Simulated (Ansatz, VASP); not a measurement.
## SrTiO3: VASP beside Ansatz

```
Sr Ti O
1.0
     3.90528    0.00000    0.00000
     0.00000    3.90528    0.00000
     0.00000    0.00000    3.90528
Sr Ti O
1 1 3
Direct
  0.50000 0.50000 0.50000
  0.00000 0.00000 0.00000
  0.50000 0.00000 0.00000
  0.00000 0.50000 0.00000
  0.00000 0.00000 0.50000
```

Alike in both runs: task single point; functional PBE; k mesh 6 × 6 × 6; occupations gaussian, width 0.05 eV; no spin polarisation.

```csv
,VASP,Ansatz
version,VASP 6.6.1,Ansatz 0.2.0
potentials or method,"VASP PAW PBE potentials, release 64 (Sr_sv, Ti_sv, O), cutoff 520 eV","scalar-relativistic, plane waves, PAW"
valence electrons in the cell,40,40
```

```csv
,VASP,Ansatz,Ansatz less VASP
gap on the k mesh at the Fermi level (eV),1.85,1.89,+0.031
pressure (GPa),4.9,4.3,-0.65
```
